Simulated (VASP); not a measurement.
Sc4Si:

```
Sc Si
1.0
     4.70332    0.00000    0.00000
     0.00000    4.70332    0.00000
     0.00000    0.00000    4.70332
Sc Si
4 1
Direct
  0.00000 0.50000 0.50000
  0.50000 0.00000 0.50000
  0.50000 0.50000 0.00000
  0.50000 0.50000 0.50000
  0.00000 0.00000 0.00000
```

The cell was built from a structure type or drawn by symmetry, and may not be a known phase.

- Program: VASP 6.6.1
- Task: relaxation of cell and atoms
- Functional: PBE
- Potentials or basis: VASP PAW PBE potentials, release 64 (Sc_sv, Si)
- Cutoff: 600 eV
- k mesh: 4 × 4 × 4
- Occupations: gaussian, width 0.1 eV
- Spin: no spin polarisation

At the start: pressure 8.1 GPa; volume 20.81 Å³/atom.

**Question.** How do energy, volume and symmetry change on relaxing?

**Answer.** Over 3 steps the energy falls by 95.8 meV/atom and the volume is 24.86 Å³/atom (+19.5 %); space group Pm-3m (No. 221, to 0.1 Å) before and after.

The path:
| step | energy change (eV) | largest force (eV/Å) | pressure (GPa) | volume (Å³) |
| --- | --- | --- | --- | --- |
| 1 | 0.0000 | 0.0000 | 8.06 | 104.04 |
| 2 | -0.4649 | 0.0000 | 1.21 | 120.61 |
| 3 | -0.4792 | 0.0000 | 0.06 | 124.32 |

Final structure:
```cif
data_structure
_symmetry_space_group_name_H-M 'P 1'
_symmetry_Int_Tables_number 1
_cell_length_a 4.9909
_cell_length_b 4.9909
_cell_length_c 4.9909
_cell_angle_alpha 90.000
_cell_angle_beta 90.000
_cell_angle_gamma 90.000
_cell_volume 124.32
loop_
_atom_site_label
_atom_site_type_symbol
_atom_site_fract_x
_atom_site_fract_y
_atom_site_fract_z
_atom_site_occupancy
Sc1 Sc 0.00000 0.50000 0.50000 1
Sc2 Sc 0.50000 0.00000 0.50000 1
Sc3 Sc 0.50000 0.50000 0.00000 1
Sc4 Sc 0.50000 0.50000 0.50000 1
Si1 Si 0.00000 0.00000 0.00000 1
```

Caveat: the volume moved by over 15 % at a fixed basis, so the end points are rough.
